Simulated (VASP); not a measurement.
# MgF2 (P4_2/mnm) in VASP: single point with r2SCAN

Aim: the single point of MgF2 with r2SCAN.

Everything below comes from runs of VASP 6.6.1. Logs are shortened: lines on timing, memory, paths and dates and some standing lists are left out, and cuts for length are marked.

### 1 The cell of the first run

The structure is tetragonal, space group P4_2/mnm (No. 136). The conventional cell has a = 4.714 Å, b = 4.714 Å, c = 3.011 Å, α = 90.00°, β = 90.00°, γ = 90.00°. Mg (site symmetry mmm) has 6 F at 2.00 to 2.02 Å within 2.6 Å. F (site symmetry m2m) has 3 Mg at 2.00 to 2.02 Å and 1 F at 2.63 Å within 2.7 Å.

### 2 Single point, r2SCAN (epitaxial xy strain +2.0%)

File POSCAR:

```
MgF2
1.0
    4.7144563145      0.0000000000      0.0000000000
    0.0000000000      4.7144563145      0.0000000000
    0.0000000000      0.0000000000      3.0108253243
Mg F
2 4
Direct
    0.0000000000      0.0000000000      0.0000000000
    0.5000000000      0.5000000000      0.5000000000
    0.3029803955      0.3029803955      0.0000000000
    0.1970196045      0.8029803955      0.5000000000
    0.8029803955      0.1970196045      0.5000000000
    0.6970196045      0.6970196045      0.0000000000
```

File INCAR.step1:

```
ALGO = Normal
EDIFF = 1E-5
ENCUT = 660
GGA = PE
GGA_COMPAT = F
ISMEAR = 0
LASPH = T
LCHARG = F
LREAL = F
LWAVE = T
NBANDS = 25
NELM = 120
PREC = Accurate
SIGMA = 0.01
```

File INCAR.step2:

```
ALGO = Normal
EDIFF = 1E-6
ENCUT = 660
GGA_COMPAT = F
ISIF = 2
ISMEAR = 0
ISTART = 1
LASPH = T
LCHARG = T
LELF = T
LMIXTAU = T
LREAL = F
LVHAR = T
LWAVE = F
METAGGA = R2SCAN
NBANDS = 25
NELM = 120
PREC = Accurate
SIGMA = 0.01
```

File KPOINTS:

```
k-points
0
Gamma
  6 6 8
```

Potentials or basis: VASP PAW PBE potentials, release 64 (Mg, F).

Launch:

```sh
$ cat potpaw_PBE.64/Mg/POTCAR potpaw_PBE.64/F/POTCAR > POTCAR
$ cp INCAR.step1 INCAR
$ mpirun -np 1 vasp_std > vasp.out
$ cp INCAR.step2 INCAR
$ mpirun -np 1 vasp_std > vasp.out
```

OUTCAR:

```text
EDIFF = 1E-6
   ENCUT = 660
   ISIF = 2
   ISMEAR = 0
   ISTART = 1
   LASPH = T
   LREAL = F
   METAGGA = R2SCAN
   NELM = 120
   PREC = Accurate

 ion  position               nearest neighbor table
   1  0.000  0.000  0.000-   4 2.00   5 2.00   4 2.00   5 2.00   3 2.02   6 2.02
   2  0.500  0.500  0.500-   3 2.00   6 2.00   3 2.00   6 2.00   5 2.02   4 2.02
   3  0.303  0.303  0.000-   2 2.00   2 2.00   1 2.02
   4  0.197  0.803  0.500-   1 2.00   1 2.00   2 2.02
   5  0.803  0.197  0.500-   1 2.00   1 2.00   2 2.02
   6  0.697  0.697  0.000-   2 2.00   2 2.00   1 2.02

  LATTYP: Found a simple tetragonal cell.
 ALAT       =     4.7144563145
 C/A-ratio  =     0.6386368063

  Lattice vectors:

 A1 = (   4.7144563145,   0.0000000000,   0.0000000000)
 A2 = (   0.0000000000,   4.7144563145,   0.0000000000)
 A3 = (   0.0000000000,   0.0000000000,   3.0108253243)

Analysis of symmetry for initial positions (statically):
=====================================================================
 Subroutine PRICEL returns:
 Original cell was already a primitive cell.

 Routine SETGRP: Setting up the symmetry group for a
 simple tetragonal supercell.

 Subroutine GETGRP returns: Found 16 space group operations
 (whereof  8 operations were pure point group operations)
 out of a pool of 16 trial point group operations.

The static configuration has the point symmetry D_2h.
 The point group associated with its full space group is D_4h.

Analysis of symmetry for dynamics (positions and initial velocities):
=====================================================================
 Subroutine PRICEL returns:
 Original cell was already a primitive cell.

 Routine SETGRP: Setting up the symmetry group for a
 simple tetragonal supercell.

 Subroutine GETGRP returns: Found 16 space group operations
 (whereof  8 operations were pure point group operations)
 out of a pool of 16 trial point group operations.

The dynamic configuration has the point symmetry D_2h.
 The point group associated with its full space group is D_4h.

 Subroutine INISYM returns: Found 16 space group operations
 (whereof  8 operations are pure point group operations),
 and found     1 'primitive' translations

----------------------------------------------------------------------------------------

                                     Primitive cell

  volume of cell :      66.9189

  direct lattice vectors                    reciprocal lattice vectors
     4.714456314  0.000000000  0.000000000     0.212113536  0.000000000  0.000000000
     0.000000000  4.714456314  0.000000000     0.000000000  0.212113536  0.000000000
     0.000000000  0.000000000  3.010825324     0.000000000  0.000000000  0.332134844

  length of vectors
     4.714456314  4.714456314  3.010825324     0.212113536  0.212113536  0.332134844

  position of ions in fractional coordinates (direct lattice)
     0.000000000  0.000000000  0.000000000
     0.500000000  0.500000000  0.500000000
     0.302980396  0.302980396  0.000000000
     0.197019604  0.802980396  0.500000000
     0.802980396  0.197019604  0.500000000
     0.697019604  0.697019604  0.000000000

  ion indices of the primitive-cell ions
   primitive index   ion index
                 1           1
                 2           2
                 3           3
                 4           4
                 5           5
                 6           6

----------------------------------------------------------------------------------------

 KPOINTS: k-points

Automatic generation of k-mesh.
 Grid dimensions read from file:
 generate k-points for:    6    6    8

 Generating k-lattice:

  Cartesian coordinates                     Fractional coordinates (reciprocal lattice)
     0.035352256  0.000000000  0.000000000     0.166666667  0.000000000  0.000000000
     0.000000000  0.035352256  0.000000000     0.000000000  0.166666667  0.000000000
     0.000000000  0.000000000  0.041516856     0.000000000  0.000000000  0.125000000

  Length of vectors
     0.035352256  0.035352256  0.041516856

  Shift w.r.t. Gamma in fractional coordinates (k-lattice)
     0.000000000  0.000000000  0.000000000

 Subroutine IBZKPT returns following result:
 ===========================================

 Found     50 irreducible k-points:

 Following reciprocal coordinates:
            Coordinates               Weight
  0.000000  0.000000  0.000000      1.000000
  0.166667  0.000000  0.000000      4.000000
  0.333333  0.000000  0.000000      4.000000
  0.500000  0.000000  0.000000      2.000000
  0.166667  0.166667  0.000000      4.000000
  0.333333  0.166667  0.000000      8.000000
[... 16 lines left out ...]
  0.333333  0.000000  0.250000      8.000000
  0.500000  0.000000  0.250000      4.000000
 [... further k-points ...]
   k-points           NKPTS =     50   k-points in BZ     NKDIM =     50   number of bands    NBANDS=     25
   number of dos      NEDOS =    301   number of ions     NIONS =      6
   total plane-waves  NPLWV =  44800
   dimension x,y,z NGX =    40 NGY =   40 NGZ =   28
   dimension x,y,z NGXF=    80 NGYF=   80 NGZF=   56
   ions per type =               2   4
   NGX,Y,Z   is equivalent  to a cutoff of  14.11, 14.11, 15.46 a.u.
   NGXF,Y,Z  is equivalent  to a cutoff of  28.21, 28.21, 30.92 a.u.
 SYSTEM =  unknown system
   PREC   = accura    normal or accurate (medium, high low for compatibility)
   ISTART =      1    job   : 0-new  1-cont  2-samecut
   ICHARG =      0    charge: 1-file 2-atom 10-const
   ISPIN  =      1    spin polarized calculation?
   LNONCOLLINEAR =      F non collinear calculations
   LSORBIT =      F    spin-orbit coupling
   LASPH  =      T    aspherical Exc in radial PAW
   ENCUT  =  660.0 eV  48.51 Ry    6.96 a.u.   9.88  9.88  6.31*2*pi/ulx,y,z
   NELM   =    120;   NELMIN=  2; NELMDL=  0     # of ELM steps
   EDIFF  = 0.1E-05   stopping-criterion for ELM
   LREAL  =      F    real-space projection
   EDIFFG = 0.1E-04   stopping-criterion for IOM
   NSW    =      0    number of steps for IOM
   IBRION =     -1    ionic relax: 0-MD 1-quasi-New 2-CG
   NFREE  =      0    steps in history (QN), initial steepest desc. (CG)
   ISIF   =      2    stress and relaxation
   ISYM   =      2    0-nonsym 1-usesym 2-fastsym
   POTIM  = 0.5000    time-step for ionic-motion
   TEBEG  =    0.0;   TEEND  =   0.0 temperature during run
   PSTRESS=    0.0 pullay stress
   NELECT =      32.0000    total number of electrons
   NUPDOWN=      -1.0000    fix difference up-down
   EMIN   =  10.00;   EMAX   =-10.00  energy-range for DOS
   EFERMI =   0.00;   METHOD = LEGACY
   ISMEAR =     0;   SIGMA  =   0.01  broadening in eV -4-tet -1-fermi 0-gaus
   EFERMI_NEDOS =   21; number of points for ismear=-14 and -15
   IALGO  =     38    algorithm
   IMIX   =      4    mixing-type and parameters
     AMIX     =   0.40;   BMIX     =  1.00
     AMIX_MAG =   1.60;   BMIX_MAG =  1.00
  volume/ion in A,a.u.               =      11.15        75.27
  Fermi-wavevector in a.u.,A,eV,Ry     =   1.280192  2.419213 22.298485  1.638892
  Thomas-Fermi vector in A             =   2.412634
   LORBIT       =      0    0 simple, 1 ext, 2 COOP (PROOUT), +10 PAW based schemes
   METAGGA = R2SCAN    functional components
   LHFCALC =     F    Hartree Fock is set to
   AEXX    =    0.0000 exact exchange contribution
   IVDW    =     0    specifies the selected vdW correction
   LEPSILON=     F    determine dielectric tensor
   LRPA    =     F    only Hartree local field effects (RPA)
 non-spin polarized calculation
 Gauss-broadening in eV      SIGMA  =   0.01
  energy-cutoff  :      660.00
  volume of cell :       66.92
 maximum number of plane-waves:      2596
 NGX is ok and might be reduce to    40
   NGX = 19   NGY = 19   NGZ = 13

 number of electron      32.0000011 magnetization

 Free energy of the ion-electron system (eV)
  ---------------------------------------------------
  ext. energy  EPLUGINS =         0.00000000
  ---------------------------------------------------
  free energy    TOTEN  =       -43.81914471 eV

  energy without entropy =      -43.81914471  energy(sigma->0) =      -43.81914471

 E-fermi :  -1.9741     XC(G=0): -10.1066

 val. band max:       -2.0318064658   @ k =   0.0000   0.0000   0.0000
 cond. band min:       5.8488346252   @ k =   0.0000   0.0000   0.0000
 fundamental gap:      7.8806410909
 Fermi energy:        -1.9741375858

 k-point     1 :       0.0000    0.0000    0.0000
  band No.  band energies     occupation
      1     -23.8102      2.00000
      2     -23.1008      2.00000
      3     -23.1008      2.00000
      4     -23.0056      2.00000
      5      -6.0126      2.00000
      6      -4.4505      2.00000
[... 17 lines left out ...]
     24      17.2758      0.00000
     25      17.2758      0.00000

 k-point     2 :       0.1667    0.0000    0.0000
  band No.  band energies     occupation
      1     -23.7705      2.00000
      2     -23.1757      2.00000
      3     -23.0889      2.00000
      4     -22.9871      2.00000
      5      -5.9149      2.00000
      6      -4.4502      2.00000
[... 17 lines left out ...]
     24      17.0121      0.00000
     25      17.3705      0.00000

 k-point     3 :       0.3333    0.0000    0.0000
  band No.  band energies     occupation
      1     -23.6595      2.00000
      2     -23.3260      2.00000
      3     -23.0574      2.00000
      4     -22.9889      2.00000
      5      -5.6554      2.00000
      6      -4.8848      2.00000
[... 552 lines left out ...]
 k-point    23 :       0.3333    0.0000    0.2500
  band No.  band energies     occupation
      1     -23.4971      2.00000
      2     -23.2406      2.00000
      3     -23.0344      2.00000
      4     -23.0022      2.00000
      5      -5.3541      2.00000
      6      -4.7382      2.00000
[... 17 lines left out ...]
     24      15.6715      0.00000
     25      16.1346      0.00000

 k-point    24 :       0.5000    0.0000    0.2500
  band No.  band energies     occupation
      1     -23.3734      2.00000
      2     -23.3734      2.00000
      3     -23.0148      2.00000
      4     -23.0148      2.00000
      5      -5.0600      2.00000
      6      -5.0600      2.00000
[... 17 lines left out ...]
     24      15.0687      0.00000
     25      16.7042      0.00000

 [... further k-points ...]

------------------------ aborting loop because EDIFF is reached ----------------------------------------

  FORCE on cell =-STRESS in cart. coord.  units (eV):
  Direction    XX          YY          ZZ          XY          YZ          ZX
  --------------------------------------------------------------------------------------
  -------------------------------------------------------------------------------------
  Total       -2.1281590     -2.1281590     -0.6170577      0.0000000      0.0000000      0.0000000
  in kB      -50.9525420    -50.9525420    -14.7736414      0.0000000      0.0000000      0.0000000
  external PRESSURE =     -38.8929085 kB  Pullay stress =       0.0000000 kB

 VOLUME and BASIS-vectors are now :
 -----------------------------------------------------------------------------
  energy-cutoff  :      660.00
  volume of cell :       66.92
      direct lattice vectors                 reciprocal lattice vectors
     4.714456314  0.000000000  0.000000000     0.212113536  0.000000000  0.000000000
     0.000000000  4.714456314  0.000000000     0.000000000  0.212113536  0.000000000
     0.000000000  0.000000000  3.010825324     0.000000000  0.000000000  0.332134844

 POSITION                                       TOTAL-FORCE (eV/Angst)
 -----------------------------------------------------------------------------------
      0.00000      0.00000      0.00000         0.000000      0.000000      0.000000
      2.35723      2.35723      1.50541         0.000000      0.000000      0.000000
      1.42839      1.42839      0.00000         0.009717      0.009717      0.000000
      0.92884      3.78562      1.50541        -0.009717      0.009717      0.000000
      3.78562      0.92884      1.50541         0.009717     -0.009717      0.000000
      3.28607      3.28607      0.00000        -0.009717     -0.009717      0.000000
 -----------------------------------------------------------------------------------
    total drift:                                0.000000     -0.000000     -0.000000

  FREE ENERGIE OF THE ION-ELECTRON SYSTEM (eV)
  ---------------------------------------------------
  free  energy   TOTEN  =       -43.8191447063 eV

  energy  without entropy=      -43.8191447063  energy(sigma->0) =      -43.81914471
```

It took 5.7 min on 1 thread of Oxide Virtual Turin-like, shared host; peak memory 0.24 GiB.

Results:

| Quantity | Value |
| --- | --- |
| Free energy | -43.8191 eV |
| Pressure | -3.9 GPa |
| Largest force | 0.014 eV/Å |
| Band gap on the k mesh | 7.88 eV |

Forces in eV/Å, atoms in the order of the input:
```
Mg   0.000  0.000  0.000
Mg   0.000  0.000  0.000
F    0.010  0.010  0.000
F   -0.010  0.010  0.000
F    0.010 -0.010  0.000
F   -0.010 -0.010  0.000
```

Caveat: the cell differs from its parent crystal (epitaxial xy strain +2.0%); the cell stands under tension; the structure was generated, so it needn't be the stable form of MgF2; the PAW data sets were made with another functional, which shifts forces and pressure a little.
